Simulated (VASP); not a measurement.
A run of VASP 6.6.1 is set up as follows.

The input POSCAR:

```
BN
1.0
    0.0000000000      1.8083265034      1.7458259350
    1.8083265034      0.0000000000      1.7458259350
    1.8083265034      1.8083265034      0.0000000000
B N
1 1
Direct
    0.0000000000      0.0000000000      0.0000000000
    0.5000000000      0.5000000000      0.5000000000
```

INCAR.step1

```
ALGO     = Normal         # electronic algorithm
EDIFF    = 1E-5           # SCF threshold, eV
ENCUT    = 520            # plane-wave cutoff, eV
GGA      = PE             # functional
ISIF     = 2              # what is computed and relaxed
ISMEAR   = 0              # smearing method
LASPH    = T              # aspherical terms in the spheres
LCHARG   = F              # write CHGCAR
LREAL    = F              # projectors in reciprocal space
LWAVE    = T              # write WAVECAR
NBANDS   = 11             # bands
NELM     = 100            # most SCF steps
PREC     = Accurate       # precision mode
SIGMA    = 0.01           # smearing width, eV
```

INCAR.step2

```
ALGO     = Normal         # electronic algorithm
EDIFF    = 1E-6           # SCF threshold, eV
ENCUT    = 520            # plane-wave cutoff, eV
GGA      = PE             # functional
HFSCREEN = 0.2079         # screening, 1/A
ISIF     = 2              # what is computed and relaxed
ISMEAR   = 0              # smearing method
ISTART   = 1            
LASPH    = T              # aspherical terms in the spheres
LCHARG   = F              # write CHGCAR
LHFCALC  = T              # exact exchange
LREAL    = F              # projectors in reciprocal space
LWAVE    = F              # write WAVECAR
NBANDS   = 11             # bands
NELM     = 100            # most SCF steps
PREC     = Accurate       # precision mode
PRECFOCK = Normal       
SIGMA    = 0.01           # smearing width, eV
```

File KPOINTS:

```
k-points
0
Gamma
  8 8 8
```

Potentials or basis: VASP PAW PBE potentials, release 64 (B, N).

Launch:

```bash
$ cat potpaw_PBE.64/B/POTCAR potpaw_PBE.64/N/POTCAR > POTCAR
$ cp INCAR.step1 INCAR
$ mpirun -np 1 vasp_std > vasp.out
$ cp INCAR.step2 INCAR
$ mpirun -np 1 vasp_std > vasp.out
```

**Question.** Predict the band gap on the k mesh.

**Answer.** 1.17 eV (least direct gap 6.59 eV).

**Question.** What does it give for the pressure?

**Answer.** -31.8 GPa.

Stress tensor (GPa, compression positive):
```
-32.85   0.00   0.00
  0.00 -32.85   0.00
  0.00   0.00 -29.75
```

Caveat: the cell differs from its parent crystal (biaxial xy strain +3.6%); the cell stands under tension; the PAW data sets were made with another functional, which shifts forces and pressure a little. A k mesh can miss the band edges.
